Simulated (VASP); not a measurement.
Set up this calculation in VASP 6.6.1, as the native input.

```yaml
Task: single point
Functional: PBEsol
Potentials_or_basis: VASP PAW PBE potentials, release 64 (Mg, O)
Cutoff: 600 eV
k_mesh: 6 × 6 × 6
Occupations: methfessel-paxton, width 0.2 eV
Spin: no spin polarisation
Dipole_correction: no
Further_INCAR_settings: ALGO = Normal; EDIFF = 1e-06; NBANDS = 11
```

The structure of MgO lies in POSCAR:

```
MgO
1.0
    0.0000000000      2.2820056624      2.2820056624
    2.2820056624      0.0000000000      2.2820056624
    2.2820056624      2.2820056624      0.0000000000
Mg O
1 1
Direct
    0.0000000000      0.0000000000      0.0000000000
    0.2500000000      0.2500000000      0.2500000000
```

One way to write it, as run:

INCAR

```
PREC = Accurate ; ENCUT = 600
EDIFF = 1E-6 ; ISMEAR = 1
SIGMA = 0.2 ; LREAL = False
LASPH = True ; NELM = 120
ALGO = Normal ; ISIF = 2
LWAVE = False ; LCHARG = True
GGA = PS ; LELF = True
LVHAR = True ; NBANDS = 11
GGA_COMPAT = False
```

KPOINTS

```
regular mesh
0
Gamma
  6 6 6
```

Potentials or basis: VASP PAW PBE potentials, release 64 (Mg, O).

Launch:

```bash
$ cat potpaw_PBE.64/Mg/POTCAR potpaw_PBE.64/O/POTCAR > POTCAR
$ mpirun -np 1 vasp_std > vasp.out
```

It gave:

- Pressure: 0.4 GPa
- Band gap on the k mesh: 3.53 eV, direct

Caveat: the PAW data sets were made with another functional, which shifts forces and pressure a little.

It used 10 s of CPU time on 1 thread of AMD EPYC 7R13 Processor (Zen 3) (shared host).
